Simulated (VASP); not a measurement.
# BiTe (Pm-3m) in VASP: single point with PBE

Aim: the single point of BiTe with PBE.

Everything below comes from runs of VASP 6.6.1. Logs are shortened: lines on timing, memory, paths and dates and some standing lists are left out, and cuts for length are marked.

### Step 1. The cell of the first run

It takes space group Pm-3m (No. 221, cubic). The conventional cell has a = 3.913 Å, b = 3.913 Å, c = 3.913 Å, α = 90.00°, β = 90.00°, γ = 90.00°. Within 4.5 Å of Bi (site symmetry m-3m) lie 8 Te at 3.39 Å and 6 Bi at 3.91 Å. Te (site symmetry m-3m) has 8 Bi at 3.39 Å and 6 Te at 3.91 Å within 4.5 Å.

### Step 2. Single point, PBE

Input file POSCAR:

```
BiTe
1.0
    3.9133058495      0.0000000000      0.0000000000
    0.0000000000      3.9133058495      0.0000000000
    0.0000000000      0.0000000000      3.9133058495
Bi Te
1 1
Direct
    0.0000000000      0.0000000000      0.0000000000
    0.5000000000      0.5000000000      0.5000000000
```

Input file INCAR.step1:

```
PREC     = Accurate       # precision mode
ENCUT    = 520            # plane-wave cutoff, eV
EDIFF    = 1E-6           # SCF threshold, eV
ISMEAR   = 0              # smearing method
SIGMA    = 0.05           # smearing width, eV
LREAL    = False          # projectors in reciprocal space
LASPH    = True           # aspherical terms in the spheres
NELM     = 80             # most SCF steps
ALGO     = Normal         # electronic algorithm
ISIF     = 2              # what is computed and relaxed
LWAVE    = False          # write WAVECAR
LCHARG   = True           # write CHGCAR
GGA      = PE             # functional
NBANDS   = 18             # bands
```

Input file KPOINTS.step1:

```
Automatic mesh
0
Gamma
  10 10 10
```

Input file INCAR.step2:

```
PREC     = Accurate       # precision mode
ENCUT    = 520            # plane-wave cutoff, eV
EDIFF    = 1E-6           # SCF threshold, eV
ISMEAR   = -5             # smearing method
SIGMA    = 0.05           # smearing width, eV
LREAL    = False          # projectors in reciprocal space
LASPH    = True           # aspherical terms in the spheres
NELM     = 80             # most SCF steps
ALGO     = Normal         # electronic algorithm
ISIF     = 2              # what is computed and relaxed
LWAVE    = False          # write WAVECAR
LCHARG   = False          # write CHGCAR
GGA      = PE             # functional
LORBIT   = 10             # projections on sites
NBANDS   = 18             # bands
NEDOS    = 2001           # points of the DOS
ICHARG   = 11             # starting density
```

Input file KPOINTS.step2:

```
Automatic mesh
0
Gamma
  15 15 15
```

Potentials or basis: VASP PAW PBE potentials, release 64 (Bi_d, Te).

Run with:

```bash
cat potpaw_PBE.64/Bi_d/POTCAR potpaw_PBE.64/Te/POTCAR > POTCAR
cp INCAR.step1 INCAR
cp KPOINTS.step1 KPOINTS
mpirun -np 1 vasp_std > vasp.out
cp INCAR.step2 INCAR
cp KPOINTS.step2 KPOINTS
mpirun -np 1 vasp_std > vasp.out
```

OUTCAR:

```text
PREC = Accurate
   ENCUT = 520
   EDIFF = 1E-6
   ISMEAR = -5
   LREAL = False
   LASPH = True
   NELM = 80
   ISIF = 2
   GGA = PE
   LORBIT = 10
   ICHARG = 11

 ion  position               nearest neighbor table
   1  0.000  0.000  0.000-   2 3.39   2 3.39   2 3.39   2 3.39   2 3.39   2 3.39   2 3.39   2 3.39

   2  0.500  0.500  0.500-   1 3.39   1 3.39   1 3.39   1 3.39   1 3.39   1 3.39   1 3.39   1 3.39

  LATTYP: Found a simple cubic cell.
 ALAT       =     3.9133058495

  Lattice vectors:

 A1 = (   3.9133058495,   0.0000000000,   0.0000000000)
 A2 = (   0.0000000000,   3.9133058495,   0.0000000000)
 A3 = (   0.0000000000,   0.0000000000,   3.9133058495)

Analysis of symmetry for initial positions (statically):
=====================================================================
 Subroutine PRICEL returns:
 Original cell was already a primitive cell.

 Routine SETGRP: Setting up the symmetry group for a
 simple cubic supercell.

 Subroutine GETGRP returns: Found 48 space group operations
 (whereof 48 operations were pure point group operations)
 out of a pool of 48 trial point group operations.

The static configuration has the point symmetry O_h .

Analysis of symmetry for dynamics (positions and initial velocities):
=====================================================================
 Subroutine PRICEL returns:
 Original cell was already a primitive cell.

 Routine SETGRP: Setting up the symmetry group for a
 simple cubic supercell.

 Subroutine GETGRP returns: Found 48 space group operations
 (whereof 48 operations were pure point group operations)
 out of a pool of 48 trial point group operations.

The dynamic configuration has the point symmetry O_h .

 Subroutine INISYM returns: Found 48 space group operations
 (whereof 48 operations are pure point group operations),
 and found     1 'primitive' translations

----------------------------------------------------------------------------------------

                                     Primitive cell

  volume of cell :      59.9282

  direct lattice vectors                    reciprocal lattice vectors
     3.913305849  0.000000000  0.000000000     0.255538422  0.000000000  0.000000000
     0.000000000  3.913305849  0.000000000     0.000000000  0.255538422  0.000000000
     0.000000000  0.000000000  3.913305849     0.000000000  0.000000000  0.255538422

  length of vectors
     3.913305849  3.913305849  3.913305849     0.255538422  0.255538422  0.255538422

  position of ions in fractional coordinates (direct lattice)
     0.000000000  0.000000000  0.000000000
     0.500000000  0.500000000  0.500000000

  ion indices of the primitive-cell ions
   primitive index   ion index
                 1           1
                 2           2

----------------------------------------------------------------------------------------

 KPOINTS: Automatic mesh

Automatic generation of k-mesh.
 Grid dimensions read from file:
 generate k-points for:   15   15   15

 Generating k-lattice:

  Cartesian coordinates                     Fractional coordinates (reciprocal lattice)
     0.017035895  0.000000000  0.000000000     0.066666667  0.000000000  0.000000000
     0.000000000  0.017035895  0.000000000     0.000000000  0.066666667  0.000000000
     0.000000000  0.000000000  0.017035895     0.000000000  0.000000000  0.066666667

  Length of vectors
     0.017035895  0.017035895  0.017035895

  Shift w.r.t. Gamma in fractional coordinates (k-lattice)
     0.000000000  0.000000000  0.000000000

 TETIRR: Found   1667 inequivalent tetrahedra from    20250

 Subroutine IBZKPT returns following result:
 ===========================================

 Found    120 irreducible k-points:

 Following reciprocal coordinates:
            Coordinates               Weight
  0.000000  0.000000  0.000000      1.000000
  0.066667  0.000000  0.000000      6.000000
  0.133333  0.000000  0.000000      6.000000
  0.200000  0.000000  0.000000      6.000000
  0.266667  0.000000  0.000000      6.000000
  0.333333  0.000000  0.000000      6.000000
[... 16 lines left out ...]
  0.266667  0.200000  0.000000     24.000000
  0.333333  0.200000  0.000000     24.000000
 [... further k-points ...]
   k-points           NKPTS =    120   k-points in BZ     NKDIM =    120   number of bands    NBANDS=     18
   number of dos      NEDOS =   2001   number of ions     NIONS =      2
   total plane-waves  NPLWV =  27000
   dimension x,y,z NGX =    30 NGY =   30 NGZ =   30
   dimension x,y,z NGXF=    60 NGYF=   60 NGZF=   60
   ions per type =               1   1
   NGX,Y,Z   is equivalent  to a cutoff of  12.74, 12.74, 12.74 a.u.
   NGXF,Y,Z  is equivalent  to a cutoff of  25.49, 25.49, 25.49 a.u.
 SYSTEM =  unknown system
   PREC   = accura    normal or accurate (medium, high low for compatibility)
   ISTART =      0    job   : 0-new  1-cont  2-samecut
   ICHARG =     11    charge: 1-file 2-atom 10-const
   ISPIN  =      1    spin polarized calculation?
   LNONCOLLINEAR =      F non collinear calculations
   LSORBIT =      F    spin-orbit coupling
   LASPH  =      T    aspherical Exc in radial PAW
   ENCUT  =  520.0 eV  38.22 Ry    6.18 a.u.   7.28  7.28  7.28*2*pi/ulx,y,z
   NELM   =     80;   NELMIN=  2; NELMDL=  0     # of ELM steps
   EDIFF  = 0.1E-05   stopping-criterion for ELM
   LREAL  =      F    real-space projection
[... 7 lines left out ...]
   TEBEG  =    0.0;   TEEND  =   0.0 temperature during run
   PSTRESS=    0.0 pullay stress
   NELECT =      21.0000    total number of electrons
   NUPDOWN=      -1.0000    fix difference up-down
   EMIN   =  10.00;   EMAX   =-10.00  energy-range for DOS
   EFERMI =   0.00;   METHOD = LEGACY
   ISMEAR =    -5;   SIGMA  =   0.05  broadening in eV -4-tet -1-fermi 0-gaus
   EFERMI_NEDOS =   21; number of points for ismear=-14 and -15
   IALGO  =     38    algorithm
   IMIX   =      4    mixing-type and parameters
     AMIX     =   0.40;   BMIX     =  1.00
     AMIX_MAG =   1.60;   BMIX_MAG =  1.00
  volume/ion in A,a.u.               =      29.96       202.21
  Fermi-wavevector in a.u.,A,eV,Ry     =   1.154173  2.181070 18.124520  1.332115
  Thomas-Fermi vector in A             =   2.290811
   LORBIT       =     10    0 simple, 1 ext, 2 COOP (PROOUT), +10 PAW based schemes
   GGA     = PE    functional components
   LHFCALC =     F    Hartree Fock is set to
   AEXX    =    0.0000 exact exchange contribution
   IVDW    =     0    specifies the selected vdW correction
   LEPSILON=     F    determine dielectric tensor
   LRPA    =     F    only Hartree local field effects (RPA)
 non-spin polarized calculation
 Fermi weights with tetrahedron method with Bloechl corrections
  energy-cutoff  :      520.00
  volume of cell :       59.93
 maximum number of plane-waves:      1629
 NGX is ok and might be reduce to    30

 number of electron      20.9999990 magnetization

 Free energy of the ion-electron system (eV)
  ---------------------------------------------------
  ext. energy  EPLUGINS =         0.00000000
  ---------------------------------------------------
  free energy    TOTEN  =        -6.93119264 eV

  energy without entropy =       -6.93119264  energy(sigma->0) =       -6.93119264

 E-fermi :   8.0378     XC(G=0): -10.1510

 val. band max:        7.9859468766   @ k =   0.3333   0.0667   0.0000
 cond. band min:       7.9615385844   @ k =   0.4000   0.4000   0.2667
 fundamental gap:     -0.0244082922
 Fermi energy:         8.0378336699

 k-point     1 :       0.0000    0.0000    0.0000
  band No.  band energies     occupation
      1     -15.4592      2.00000
      2     -15.4592      2.00000
      3     -15.4107      2.00000
      4     -15.4107      2.00000
      5     -15.4107      2.00000
      6      -5.8191      2.00000
[... 10 lines left out ...]
     17      18.3873      0.00000
     18      18.3887      0.00000

 k-point     2 :       0.0667    0.0000    0.0000
  band No.  band energies     occupation
      1     -15.4592      2.00000
      2     -15.4573      2.00000
      3     -15.4113      2.00000
      4     -15.4113      2.00000
      5     -15.4107      2.00000
      6      -5.7789      2.00000
[... 10 lines left out ...]
     17      18.0298      0.00000
     18      18.0349      0.00000

 k-point     3 :       0.1333    0.0000    0.0000
  band No.  band energies     occupation
      1     -15.4590      2.00000
      2     -15.4520      2.00000
      3     -15.4130      2.00000
      4     -15.4130      2.00000
      5     -15.4105      2.00000
      6      -5.6586      2.00000
[... 10 lines left out ...]
     17      17.7185      0.00000
     18      17.7584      0.00000

 k-point     4 :       0.2000    0.0000    0.0000
  band No.  band energies     occupation
      1     -15.4587      2.00000
      2     -15.4440      2.00000
      3     -15.4155      2.00000
      4     -15.4155      2.00000
      5     -15.4104      2.00000
      6      -5.4594      2.00000
[... 10 lines left out ...]
     17      17.6374      0.00000
     18      17.6378      0.00000

 k-point     5 :       0.2667    0.0000    0.0000
  band No.  band energies     occupation
      1     -15.4583      2.00000
      2     -15.4349      2.00000
      3     -15.4184      2.00000
      4     -15.4184      2.00000
      5     -15.4102      2.00000
      6      -5.1836      2.00000
[... 10 lines left out ...]
     17      17.7636      0.00000
     18      17.7638      0.00000

 k-point     6 :       0.3333    0.0000    0.0000
  band No.  band energies     occupation
      1     -15.4580      2.00000
      2     -15.4262      2.00000
      3     -15.4211      2.00000
      4     -15.4211      2.00000
      5     -15.4100      2.00000
      6      -4.8346      2.00000
[... 307 lines left out ...]
 k-point    21 :       0.4667    0.1333    0.0000
  band No.  band energies     occupation
      1     -15.4524      2.00000
      2     -15.4276      2.00000
      3     -15.4240      2.00000
      4     -15.4132      2.00000
      5     -15.4118      2.00000
      6      -3.8175      2.00000
[... 10 lines left out ...]
     17      17.4128      0.00000
     18      18.0020      0.00000

 k-point    22 :       0.2000    0.2000    0.0000
  band No.  band energies     occupation
      1     -15.4509      2.00000
      2     -15.4360      2.00000
      3     -15.4210      2.00000
      4     -15.4153      2.00000
      5     -15.4147      2.00000
      6      -5.1088      2.00000
[... 10 lines left out ...]
     17      16.1709      0.00000
     18      18.4331      0.00000

 k-point    23 :       0.2667    0.2000    0.0000
  band No.  band energies     occupation
      1     -15.4491      2.00000
      2     -15.4282      2.00000
      3     -15.4242      2.00000
      4     -15.4178      2.00000
      5     -15.4147      2.00000
      6      -4.8417      2.00000
[... 10 lines left out ...]
     17      15.9790      0.00000
     18      17.9283      0.00000

 k-point    24 :       0.3333    0.2000    0.0000
  band No.  band energies     occupation
      1     -15.4482      2.00000
      2     -15.4273      2.00000
      3     -15.4204      2.00000
      4     -15.4200      2.00000
      5     -15.4144      2.00000
      6      -4.5064      2.00000
[... 10 lines left out ...]
     17      16.1682      0.00000
     18      17.3126      0.00000

 [... further k-points ...]

------------------------ aborting loop because EDIFF is reached ----------------------------------------

  FORCE on cell =-STRESS in cart. coord.  units (eV):
  Direction    XX          YY          ZZ          XY          YZ          ZX
  --------------------------------------------------------------------------------------
  -------------------------------------------------------------------------------------
  Total        0.1888556      0.1888556      0.1888556      0.0000000      0.0000000      0.0000000
  in kB        5.0490434      5.0490434      5.0490434      0.0000000      0.0000000      0.0000000
  external PRESSURE =       5.0490434 kB  Pullay stress =       0.0000000 kB

 VOLUME and BASIS-vectors are now :
 -----------------------------------------------------------------------------
  energy-cutoff  :      520.00
  volume of cell :       59.93
      direct lattice vectors                 reciprocal lattice vectors
     3.913305849  0.000000000  0.000000000     0.255538422  0.000000000  0.000000000
     0.000000000  3.913305849  0.000000000     0.000000000  0.255538422  0.000000000
     0.000000000  0.000000000  3.913305849     0.000000000  0.000000000  0.255538422

 POSITION                                       TOTAL-FORCE (eV/Angst)
 -----------------------------------------------------------------------------------
      0.00000      0.00000      0.00000         0.000000      0.000000      0.000000
      1.95665      1.95665      1.95665         0.000000      0.000000      0.000000
 -----------------------------------------------------------------------------------
    total drift:                               -0.000000     -0.000000     -0.000000

  FREE ENERGIE OF THE ION-ELECTRON SYSTEM (eV)
  ---------------------------------------------------
  free  energy   TOTEN  =        -6.9311926440 eV

  energy  without entropy=       -6.9311926440  energy(sigma->0) =       -6.93119264

 total charge

# of ion       s       p       d       tot
------------------------------------------
    1        1.584   1.121   9.931  12.636
    2        1.409   1.871   0.037   3.318
--------------------------------------------------
tot          2.993   2.992   9.969  15.954
```

Run time: 3 min. Hardware: 1 thread of AMD EPYC 7R13, shared host; peak memory 0.23 GiB.

What came out:

- Valence electrons inside the program's atomic spheres: Bi 12.64; Te 3.32

Levels at points of the mesh, in eV from the Fermi level:
```
           k point  band 6  band 7  band 8  band 9  band 10  band 11  band 12  band 13  band 14  band 15
(0.00, 0.00, 0.00)  -13.86   -8.73   -2.65   -2.65    -2.65     3.03     3.03     3.91     3.91     3.91
```

Caveat: spin-orbit coupling is left out, which moves the levels of the heavy elements.
